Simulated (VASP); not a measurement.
Input of a VASP 6.6.1 run:

The input INCAR:

```
ALGO = Normal
EDIFF = 1E-6
ENCUT = 520
GGA = CA
ISIF = 2
ISMEAR = 0
LASPH = True
LCHARG = False
LREAL = False
LWAVE = False
NBANDS = 35
NELM = 80
PREC = Accurate
SIGMA = 0.01
```

File KPOINTS:

```
k-points
0
Gamma
  6 6 2
```

The input POSCAR:

```
MoS2
1.0
    3.0229612999      0.0000000000      0.0000000000
   -1.5114806499      2.6179612804      0.0000000000
    0.0000000000      0.0000000000     11.0557827021
Mo S
2 4
Direct
    0.3333333333      0.6666666667      0.2500000000
    0.6666666667      0.3333333333      0.7500000000
    0.3333333333      0.6666666667      0.6084349766
    0.6666666667      0.3333333333      0.1084349766
    0.3333333333      0.6666666667      0.8915650234
    0.6666666667      0.3333333333      0.3915650234
```

Potentials or basis: VASP PAW LDA potentials, release 64 (Mo_sv, S).

Command:

```console
$ cat potpaw_LDA.64/Mo_sv/POTCAR potpaw_LDA.64/S/POTCAR > POTCAR
$ mpirun -np 1 vasp_std > vasp.out
```

Task: Predict the band gap on the k mesh.

Result: 0.05 eV (least direct gap 1.39 eV).

Task: Predict the largest force.

Result: 0.008 eV/Å.

Forces in eV/Å, atoms in the order of the input:
```
Mo   0.000  0.000  0.000
Mo   0.000  0.000  0.000
S    0.000  0.000 -0.008
S    0.000  0.000 -0.008
S    0.000  0.000  0.008
S    0.000  0.000  0.008
```

 A k mesh can miss the band edges.
